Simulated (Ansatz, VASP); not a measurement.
**One calculation of In3As, two programs**

```
In As
1.0
     4.67168    0.00000    0.00000
     0.00000    4.67168    0.00000
     0.00000    0.00000    4.67168
In As
3 1
Direct
  0.93988 0.44674 0.50266
  0.46978 0.95670 0.50136
  0.48738 0.52477 0.00465
  0.11274 0.08173 0.99743
```

Alike in both runs: functional LDA; k mesh 3 × 3 × 3; occupations fermi-dirac, width 0.1 eV; no spin polarisation.

Ansatz relaxed the structure, and its values are those at the end. VASP's run is a single point on that final structure, the one shown.

```csv
,VASP,Ansatz
version,VASP 6.6.1,Ansatz 0.2.0
potentials or method,"VASP PAW LDA potentials, release 64 (In_d, As), cutoff 500 eV","plane waves, PAW"
valence electrons in the cell,44,54
```

Ansatz gave:

```
rms of the force components (eV/Å) : 0.009
```

Problem. Estimate VASP's values.

Solution. rms of the force components (eV/Å): 0.005.

LDA's correlation is that of Perdew and Zunger in VASP and of Perdew and Wang (1992) in Ansatz. VASP's potentials hold 44 valence electrons a cell and Ansatz's 54, so a difference there can come from the potentials and not from the codes.

The k mesh is coarse, so the values compare programs but aren't converged.
